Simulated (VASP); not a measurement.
# Ti (Cmme) in VASP: notebook

Ti is run at these levels: PBEsol; tasks: single point.

Program: VASP 6.6.1. These are calculated values, not measurements. Logs are shortened: lines on timing, memory, paths and dates and some standing lists are left out, and cuts for length are marked.

## 1. The cell of the first run

Symmetry: Cmme, No. 67, orthorhombic system. The conventional cell has a = 3.282 Å, b = 4.641 Å, c = 4.641 Å, α = 90.00°, β = 90.00°, γ = 90.00°. Ti (site symmetry mm2) has 14 Ti at 2.60 to 3.50 Å within 3.6 Å.

## 2. Single point, PBEsol (atoms displaced along a vibrational mode)

File INCAR:

```
ALGO     = Fast           # electronic algorithm
EDIFF    = 1E-7           # SCF threshold, eV
ENCUT    = 520            # plane-wave cutoff, eV
GGA      = PS             # functional
ISIF     = 2              # what is computed and relaxed
ISMEAR   = 0              # smearing method
LASPH    = True           # aspherical terms in the spheres
LCHARG   = False          # write CHGCAR
LREAL    = False          # projectors in reciprocal space
LWAVE    = False          # write WAVECAR
NBANDS   = 19             # bands
NELM     = 100            # most SCF steps
PREC     = Accurate       # precision mode
SIGMA    = 0.15           # smearing width, eV
```

File KPOINTS:

```
k-points
0
Gamma
  18 18 10
```

File POSCAR:

```
Ti
1.0
   -1.6410000000      1.6410000000      1.6410000000
    1.6410000000     -1.6410000000      1.6410000000
    3.2820000000      3.2820000000      0.0000000000
Ti
2
Direct
    0.0000000000      0.0000000000      0.0323174946
    0.5000000000      0.5000000000      0.4676825054
```

Potentials or basis: VASP PAW PBE potentials, release 64 (Ti_sv).

Started as:

```bash
cat potpaw_PBE.64/Ti_sv/POTCAR > POTCAR
mpirun -np 1 vasp_std > vasp.out
```

OUTCAR:

```text
EDIFF = 1E-7
   ENCUT = 520
   GGA = PS
   ISIF = 2
   ISMEAR = 0
   LASPH = True
   LREAL = False
   NELM = 100
   PREC = Accurate

 ion  position               nearest neighbor table
   1  0.000  0.000  0.032-   2 2.60   2 2.60
   2  0.500  0.500  0.468-   1 2.60   1 2.60

  LATTYP: Found a base centered orthorhombic cell.
 ALAT       =     3.2820000000
 B/A-ratio  =     1.4142135624
 C/A-ratio  =     1.4142135624

  Lattice vectors:

 A1 = (  -1.6410000000,   1.6410000000,   1.6410000000)
 A2 = (   1.6410000000,  -1.6410000000,   1.6410000000)
 A3 = (   3.2820000000,   3.2820000000,   0.0000000000)

Analysis of symmetry for initial positions (statically):
=====================================================================
 Subroutine PRICEL returns:
 Original cell was already a primitive cell.

 Routine SETGRP: Setting up the symmetry group for a
 base centered orthorhombic supercell.

 Subroutine GETGRP returns: Found  8 space group operations
 (whereof  4 operations were pure point group operations)
 out of a pool of  8 trial point group operations.

The static configuration has the point symmetry C_2v.
 The point group associated with its full space group is D_2h.

Analysis of symmetry for dynamics (positions and initial velocities):
=====================================================================
 Subroutine PRICEL returns:
 Original cell was already a primitive cell.

 Routine SETGRP: Setting up the symmetry group for a
 base centered orthorhombic supercell.

 Subroutine GETGRP returns: Found  8 space group operations
 (whereof  4 operations were pure point group operations)
 out of a pool of  8 trial point group operations.

The dynamic configuration has the point symmetry C_2v.
 The point group associated with its full space group is D_2h.

 Subroutine INISYM returns: Found  8 space group operations
 (whereof  4 operations are pure point group operations),
 and found     1 'primitive' translations

----------------------------------------------------------------------------------------

                                     Primitive cell

  volume of cell :      35.3521

  direct lattice vectors                    reciprocal lattice vectors
    -1.641000000  1.641000000  1.641000000    -0.152346130  0.152346130  0.304692261
     1.641000000 -1.641000000  1.641000000     0.152346130 -0.152346130  0.304692261
     3.282000000  3.282000000  0.000000000     0.152346130  0.152346130  0.000000000

  length of vectors
     2.842295375  2.842295375  4.641448912     0.373170284  0.373170284  0.215449964
[... 81 lines left out ...]
   EDIFF  = 0.1E-06   stopping-criterion for ELM
   LREAL  =      F    real-space projection
   EDIFFG = 0.1E-05   stopping-criterion for IOM
   NSW    =      0    number of steps for IOM
   IBRION =     -1    ionic relax: 0-MD 1-quasi-New 2-CG
   NFREE  =      0    steps in history (QN), initial steepest desc. (CG)
   ISIF   =      2    stress and relaxation
   ISYM   =      2    0-nonsym 1-usesym 2-fastsym
   POTIM  = 0.5000    time-step for ionic-motion
   TEBEG  =    0.0;   TEEND  =   0.0 temperature during run
   PSTRESS=    0.0 pullay stress
   NELECT =      24.0000    total number of electrons
   NUPDOWN=      -1.0000    fix difference up-down
   EMIN   =  10.00;   EMAX   =-10.00  energy-range for DOS
   EFERMI =   0.00;   METHOD = LEGACY
   ISMEAR =     0;   SIGMA  =   0.15  broadening in eV -4-tet -1-fermi 0-gaus
   EFERMI_NEDOS =   21; number of points for ismear=-14 and -15
   IALGO  =     68    algorithm
   IMIX   =      4    mixing-type and parameters
     AMIX     =   0.40;   BMIX     =  1.00
     AMIX_MAG =   1.60;   BMIX_MAG =  1.00
  volume/ion in A,a.u.               =      17.68       119.28
  Fermi-wavevector in a.u.,A,eV,Ry     =   1.438821  2.718977 28.166848  2.070205
  Thomas-Fermi vector in A             =   2.557745
   LORBIT       =      0    0 simple, 1 ext, 2 COOP (PROOUT), +10 PAW based schemes
   GGA     = PS    functional components
   LHFCALC =     F    Hartree Fock is set to
   AEXX    =    0.0000 exact exchange contribution
   IVDW    =     0    specifies the selected vdW correction
   LEPSILON=     F    determine dielectric tensor
   LRPA    =     F    only Hartree local field effects (RPA)
 non-spin polarized calculation
 RMM-DIIS sequential band-by-band and
 Gauss-broadening in eV      SIGMA  =   0.15
  energy-cutoff  :      520.00
  volume of cell :       35.35
 maximum number of plane-waves:       966
 NGX is ok and might be reduce to    24
   NGX = 11   NGY = 11   NGZ = 17

 number of electron      23.9999996 magnetization

 Free energy of the ion-electron system (eV)
  ---------------------------------------------------
  ext. energy  EPLUGINS =         0.00000000
  ---------------------------------------------------
  free energy    TOTEN  =       -16.36344674 eV

  energy without entropy =      -16.31681684  energy(sigma->0) =      -16.34013179

 E-fermi :   7.7457     XC(G=0): -11.5055

 val. band max:        7.7434153833   @ k =  -0.2778   0.2778   0.4000
 cond. band min:       7.7459140782   @ k =   0.5000   0.2778   0.2000
 fundamental gap:      0.0024986949
 Fermi energy:         7.7456923613

 k-point     1 :       0.0000    0.0000    0.0000
  band No.  band energies     occupation
      1     -48.5497      2.00000
      2     -48.3643      2.00000
      3     -25.1998      2.00000
      4     -24.7577      2.00000
      5     -24.4968      2.00000
      6     -24.4963      2.00000
[... 505 lines left out ...]
      6     -24.5709      2.00000
[... 11 lines left out ...]
     18      10.5838      0.00000
     19      11.2804      0.00000

 [... further k-points ...]

------------------------ aborting loop because EDIFF is reached ----------------------------------------

  FORCE on cell =-STRESS in cart. coord.  units (eV):
  Direction    XX          YY          ZZ          XY          YZ          ZX
  --------------------------------------------------------------------------------------
  -------------------------------------------------------------------------------------
  Total       -1.2573902     -1.2573902     -0.4406419      0.6044348      0.0000000      0.0000000
  in kB      -56.9855717    -56.9855717    -19.9701206     27.3932994      0.0000000      0.0000000
  external PRESSURE =     -44.6470880 kB  Pullay stress =       0.0000000 kB

 VOLUME and BASIS-vectors are now :
 -----------------------------------------------------------------------------
  energy-cutoff  :      520.00
  volume of cell :       35.35
      direct lattice vectors                 reciprocal lattice vectors
    -1.641000000  1.641000000  1.641000000    -0.152346130  0.152346130  0.304692261
     1.641000000 -1.641000000  1.641000000     0.152346130 -0.152346130  0.304692261
     3.282000000  3.282000000  0.000000000     0.152346130  0.152346130  0.000000000

 POSITION                                       TOTAL-FORCE (eV/Angst)
 -----------------------------------------------------------------------------------
      0.10607      0.10607      0.00000        -0.487091     -0.487091      0.000000
      1.53493      1.53493      1.64100         0.487091      0.487091      0.000000
 -----------------------------------------------------------------------------------
    total drift:                               -0.000000     -0.000000      0.000000

  FREE ENERGIE OF THE ION-ELECTRON SYSTEM (eV)
  ---------------------------------------------------
  free  energy   TOTEN  =       -16.3634467378 eV

  energy  without entropy=      -16.3168168416  energy(sigma->0) =      -16.34013179
```

OSZICAR:

```text
N       E                     dE             d eps       ncg     rms          rms(c)
DAV:   1     0.250657015804E+03    0.25066E+03   -0.12130E+04 20772   0.154E+03
DAV:   2     0.721447198667E+01   -0.24344E+03   -0.23958E+03 21191   0.439E+02
DAV:   3    -0.177826919302E+02   -0.24997E+02   -0.24665E+02 38614   0.118E+02
[... 43 lines left out ...]
RMM:  47    -0.163634464516E+02   -0.87617E-07   -0.18911E-06 24274   0.628E-03    0.215E-02
RMM:  48    -0.163634465578E+02   -0.10614E-06   -0.15751E-06 26249   0.718E-03    0.193E-02
RMM:  49    -0.163634466716E+02   -0.11385E-06   -0.13729E-06 25574   0.657E-03    0.177E-02
RMM:  50    -0.163634467682E+02   -0.96533E-07   -0.11085E-06 24511   0.561E-03    0.170E-02
RMM:  51    -0.163634467084E+02    0.59802E-07   -0.11600E-06 28590   0.713E-03    0.141E-02
RMM:  52    -0.163634467378E+02   -0.29401E-07   -0.77695E-07 22663   0.513E-03
   1 F= -.16363447E+02 E0= -.16340132E+02  d E =-.466299E-01
```

Run time: 33 min. Hardware: 1 thread of Intel Xeon 8259CL, shared host; peak memory 0.4 GiB.

Results:

* Free energy: -16.3634 eV
* Pressure: -4.5 GPa
* Largest force: 0.689 eV/Å
* Band gap on the k mesh: zero (bands 12 and 13 overlap by 0.95 eV)

Forces on the atoms (eV/Å):
```
Ti  -0.487 -0.487  0.000
Ti   0.487  0.487  0.000
```

Caveat: the cell differs from its parent crystal (atoms displaced along a vibrational mode); the cell stands under tension; the PAW data sets were made with another functional, which shifts forces and pressure a little.

## 3. Single point, PBEsol (atoms displaced along a vibrational mode)

File INCAR:

```
SYSTEM = Ti
PREC = Accurate
ENCUT = 520
EDIFF = 1E-6
ISMEAR = 0
SIGMA = 0.15
LREAL = .FALSE.
LASPH = .TRUE.
NELM = 80
ALGO = Fast
ISIF = 2
LWAVE = .FALSE.
LCHARG = .FALSE.
GGA = PS
NBANDS = 19
```

File KPOINTS:

```
Automatic mesh
0
G
  18 18 10
  0 0 0
```

File POSCAR:

```
Ti
1.0
   -1.6410000000      1.6410000000      1.6410000000
    1.6410000000     -1.6410000000      1.6410000000
    3.2820000000      3.2820000000      0.0000000000
Ti
2
Direct
    0.0000000000      0.0000000000     -0.0215449964
    0.5000000000      0.5000000000      0.5215449964
```

Potentials or basis: VASP PAW PBE potentials, release 64 (Ti_sv).

Started as:

```bash
cat potpaw_PBE.64/Ti_sv/POTCAR > POTCAR
mpirun -np 1 vasp_std > vasp.out
```

OUTCAR:

```text
SYSTEM = Ti
   PREC = Accurate
   ENCUT = 520
   EDIFF = 1E-6
   ISMEAR = 0
   LREAL = .FALSE.
   LASPH = .TRUE.
   NELM = 80
   ISIF = 2
   GGA = PS

 ion  position               nearest neighbor table
   1  0.000  0.000  0.978-   2 2.68   2 2.68
   2  0.500  0.500  0.522-   1 2.68   1 2.68

  LATTYP: Found a base centered orthorhombic cell.
 ALAT       =     3.2820000000
 B/A-ratio  =     1.4142135624
 C/A-ratio  =     1.4142135624

  Lattice vectors:

 A1 = (  -1.6410000000,   1.6410000000,   1.6410000000)
 A2 = (   1.6410000000,  -1.6410000000,   1.6410000000)
 A3 = (   3.2820000000,   3.2820000000,   0.0000000000)

Analysis of symmetry for initial positions (statically):
=====================================================================
 Subroutine PRICEL returns:
 Original cell was already a primitive cell.

 Routine SETGRP: Setting up the symmetry group for a
 base centered orthorhombic supercell.

 Subroutine GETGRP returns: Found  8 space group operations
 (whereof  4 operations were pure point group operations)
 out of a pool of  8 trial point group operations.

The static configuration has the point symmetry C_2v.
 The point group associated with its full space group is D_2h.

Analysis of symmetry for dynamics (positions and initial velocities):
=====================================================================
 Subroutine PRICEL returns:
 Original cell was already a primitive cell.

 Routine SETGRP: Setting up the symmetry group for a
 base centered orthorhombic supercell.

 Subroutine GETGRP returns: Found  8 space group operations
 (whereof  4 operations were pure point group operations)
 out of a pool of  8 trial point group operations.

The dynamic configuration has the point symmetry C_2v.
 The point group associated with its full space group is D_2h.

 Subroutine INISYM returns: Found  8 space group operations
 (whereof  4 operations are pure point group operations),
 and found     1 'primitive' translations
[... 112 lines left out ...]
   IALGO  =     68    algorithm
   IMIX   =      4    mixing-type and parameters
     AMIX     =   0.40;   BMIX     =  1.00
     AMIX_MAG =   1.60;   BMIX_MAG =  1.00
  volume/ion in A,a.u.               =      17.68       119.28
  Fermi-wavevector in a.u.,A,eV,Ry     =   1.438821  2.718977 28.166848  2.070205
  Thomas-Fermi vector in A             =   2.557745
   LORBIT       =      0    0 simple, 1 ext, 2 COOP (PROOUT), +10 PAW based schemes
   GGA     = PS    functional components
   LHFCALC =     F    Hartree Fock is set to
   AEXX    =    0.0000 exact exchange contribution
   IVDW    =     0    specifies the selected vdW correction
   LEPSILON=     F    determine dielectric tensor
   LRPA    =     F    only Hartree local field effects (RPA)
 non-spin polarized calculation
 RMM-DIIS sequential band-by-band and
 Gauss-broadening in eV      SIGMA  =   0.15
  energy-cutoff  :      520.00
  volume of cell :       35.35
 maximum number of plane-waves:       966
 NGX is ok and might be reduce to    24
   NGX = 11   NGY = 11   NGZ = 17

 number of electron      23.9999995 magnetization

 Free energy of the ion-electron system (eV)
  ---------------------------------------------------
  ext. energy  EPLUGINS =         0.00000000
  ---------------------------------------------------
  free energy    TOTEN  =       -16.41416753 eV

  energy without entropy =      -16.36512521  energy(sigma->0) =      -16.38964637

 E-fermi :   7.7547     XC(G=0): -11.5293

 val. band max:        7.7546974057   @ k =   0.3333   0.1111   0.3000
 cond. band min:       7.7562406454   @ k =   0.4444   0.3333   0.5000
 fundamental gap:      0.0015432397
 Fermi energy:         7.7547105648

 k-point     1 :       0.0000    0.0000    0.0000
  band No.  band energies     occupation
      1     -48.5509      2.00000
      2     -48.4001      2.00000
      3     -25.1779      2.00000
      4     -24.7402      2.00000
      5     -24.5172      2.00000
      6     -24.5146      2.00000
[... 505 lines left out ...]
      6     -24.5886      2.00000
[... 11 lines left out ...]
     18      10.4655      0.00000
     19      11.1876      0.00000

 [... further k-points ...]

------------------------ aborting loop because EDIFF is reached ----------------------------------------

  FORCE on cell =-STRESS in cart. coord.  units (eV):
  Direction    XX          YY          ZZ          XY          YZ          ZX
  --------------------------------------------------------------------------------------
  -------------------------------------------------------------------------------------
  Total       -1.4790434     -1.4790434     -1.1936788      0.3499784      0.0000000      0.0000000
  in kB      -67.0310133    -67.0310133    -54.0981408     15.8612021      0.0000000      0.0000000
  external PRESSURE =     -62.7200558 kB  Pullay stress =       0.0000000 kB

 VOLUME and BASIS-vectors are now :
 -----------------------------------------------------------------------------
  energy-cutoff  :      520.00
  volume of cell :       35.35
      direct lattice vectors                 reciprocal lattice vectors
    -1.641000000  1.641000000  1.641000000    -0.152346130  0.152346130  0.304692261
     1.641000000 -1.641000000  1.641000000     0.152346130 -0.152346130  0.304692261
     3.282000000  3.282000000  0.000000000     0.152346130  0.152346130  0.000000000

 POSITION                                       TOTAL-FORCE (eV/Angst)
 -----------------------------------------------------------------------------------
      3.21129      3.21129      0.00000         0.240853      0.240853      0.000000
      1.71171      1.71171      1.64100        -0.240853     -0.240853      0.000000
 -----------------------------------------------------------------------------------
    total drift:                                0.000000      0.000000     -0.000000

  FREE ENERGIE OF THE ION-ELECTRON SYSTEM (eV)
  ---------------------------------------------------
  free  energy   TOTEN  =       -16.4141675314 eV

  energy  without entropy=      -16.3651252111  energy(sigma->0) =      -16.38964637
```

Run time: 23 min. Hardware: 1 thread of Intel Xeon 8259CL, shared host; peak memory 0.4 GiB.

Results:

- Free energy: -16.4142 eV
- Pressure: -6.3 GPa
- Largest force: 0.341 eV/Å
- Band gap on the k mesh: zero (bands 12 and 13 overlap by 1.09 eV)

Forces on the atoms (eV/Å):
```
Ti   0.241  0.241  0.000
Ti  -0.241 -0.241  0.000
```

Stress tensor (GPa, compression positive):
```
-6.70  1.59  0.00
 1.59 -6.70  0.00
 0.00  0.00 -5.41
```

Caveat: the cell differs from its parent crystal (atoms displaced along a vibrational mode); the cell stands under tension; the PAW data sets were made with another functional, which shifts forces and pressure a little.

## 4. Single point, PBEsol (atoms displaced along a vibrational mode)

File INCAR:

```
PREC = Accurate
ENCUT = 520
EDIFF = 1E-6
ISMEAR = 0
SIGMA = 0.15
LREAL = F
LASPH = T
NELM = 80
ALGO = Fast
ISIF = 2
LWAVE = F
LCHARG = T
GGA = PS
LELF = T
LVHAR = T
NBANDS = 19
```

File KPOINTS:

```
Automatic mesh
0
Gamma
  18 18 10
```

File POSCAR:

```
Ti
1.0
   -1.6410000000      1.6410000000      1.6410000000
    1.6410000000     -1.6410000000      1.6410000000
    3.2820000000      3.2820000000      0.0000000000
Ti
2
Direct
    0.0000000000      0.0000000000      0.0377037437
    0.5000000000      0.5000000000      0.4622962563
```

Started as:

```bash
cat potpaw_PBE.64/Ti_sv/POTCAR > POTCAR
mpirun -np 1 vasp_std > vasp.out
```

It took 24 min on 1 thread of Intel Xeon 8259CL, shared host; peak memory 0.4 GiB.

The run converged. Its results:

| Property | Result |
| --- | --- |
| Free energy | -16.3241 eV |
| Pressure | -3.6 GPa |
| Largest force | 0.889 eV/Å |
| Band gap on the k mesh | zero (bands 12 and 13 overlap by 0.83 eV) |

Forces in eV/Å, atoms in the order of the input:
```
Ti  -0.628 -0.628  0.000
Ti   0.628  0.628  0.000
```

Stress tensor (GPa, compression positive):
```
-5.41  3.25  0.00
 3.25 -5.41  0.00
 0.00  0.00 -0.11
```

Levels at points of the mesh, in eV from the Fermi level:
| k point | band 9 | band 10 | band 11 | band 12 | band 13 | band 14 | band 15 | band 16 |
| --- | --- | --- | --- | --- | --- | --- | --- | --- |
| (0.00, 0.00, 0.00) | -5.82 | -2.53 | -0.55 | 0.40 | 0.78 | 1.16 | 1.86 | 2.74 |
| (0.50, 0.00, 0.00) | -1.80 | -1.80 | -0.50 | -0.50 | 0.12 | 0.12 | 2.52 | 2.52 |
| (0.50, 0.50, 0.00) | -2.37 | -2.16 | -2.03 | -0.53 | 1.20 | 2.85 | 2.96 | 3.82 |
| (0.00, 0.00, 0.50) | -4.09 | -3.88 | -0.57 | -0.27 | 0.79 | 1.44 | 1.53 | 2.53 |
| (0.50, 0.00, 0.50) | -2.38 | -2.38 | -0.33 | -0.33 | 1.18 | 1.18 | 2.68 | 2.68 |
| (0.50, 0.50, 0.50) | -1.71 | -1.52 | -1.38 | -0.55 | 0.31 | 1.67 | 2.22 | 2.58 |

Caveat: the cell differs from its parent crystal (atoms displaced along a vibrational mode); the cell stands under tension; the PAW data sets were made with another functional, which shifts forces and pressure a little.

## 5. Summary

```tsv
cell	further INCAR settings	gap on the mesh (eV)	pressure (GPa)	largest force (eV/Å)
as given, atomic positions A	ALGO = Fast; EDIFF = 1e-07; NBANDS = 19	none	-4.5	0.69
as given, atomic positions B	ALGO = Fast; EDIFF = 1e-06; NBANDS = 19	none	-6.3	0.34
as given, atomic positions C	ALGO = Fast; EDIFF = 1e-06; NBANDS = 19	none	-3.6	0.89
```

Alike in all rows: task single point; level PBEsol; potentials or basis VASP PAW PBE potentials, release 64 (Ti_sv); no spin polarisation; k mesh 18 × 18 × 10; cutoff (eV) 520; smearing gaussian 0.15 eV.

Caveats: the cell stands under tension; the PAW data sets were made with another functional, which shifts forces and pressure a little.

Absolute energies hang on the potentials; compare differences alone.
